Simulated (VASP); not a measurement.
InAs:

```
In As
1.0
     3.88339    0.00000    0.00000
    -1.94170    3.36312    0.00000
     0.00000    0.00000    6.32993
In As
2 2
Direct
  0.00000 0.00000 0.00000
  0.00000 0.00000 0.50000
  0.33333 0.66667 0.25000
  0.66667 0.33333 0.75000
```

* Program: VASP 6.6.1
* Task: relaxation of cell and atoms
* Functional: PBE
* Potentials or basis: VASP PAW PBE potentials, release 64 (In_d, As)
* Cutoff: 600 eV
* k mesh: 12 × 12 × 4
* Occupations: fermi-dirac, width 0.02 eV
* Spin: no spin polarisation

At the start: pressure 14.0 GPa; volume 20.67 Å³/atom.

**Question.** How do energy, volume and symmetry change on relaxing?

**Answer.** Over 12 steps the energy falls by 142.0 meV/atom and the volume is 24.13 Å³/atom (+16.8 %); space group P6_3/mmc (No. 194, to 0.05 Å).

Step by step:
```tsv
step	energy change (eV)	largest force (eV/Å)	pressure (GPa)	volume (Å³)
1	0.0000	0.0000	14.04	82.67
2	-0.4186	0.0000	-4.44	106.25
3	-0.5587	0.0000	-0.11	96.93
4	-0.5586	0.0000	-0.29	97.23
5	-0.5641	0.0000	-0.23	97.02
6	-0.5677	0.0000	-0.07	96.71
7	-0.5679	0.0000	-0.03	96.59
8	-0.5679	0.0000	-0.04	96.62
9	-0.5679	0.0000	-0.02	96.60
10	-0.5679	0.0000	-0.01	96.56
11	-0.5679	0.0000	0.08	96.43
12	-0.5679	0.0000	0.02	96.53
```

Final structure:
```xyz
4
Lattice="4.0176 0.0000 0.0000 -2.0088 3.4793 0.0000 0.0000 0.0000 6.9058" Properties=species:S:1:pos:R:3 pbc="T T T"
In    0.0000    0.0000    0.0000
In    0.0000    0.0000    3.4529
As    0.0000    2.3195    1.7264
As    2.0088    1.1598    5.1793
```

Caveat: the volume moved by over 15 % at a fixed basis, so the end points are rough.
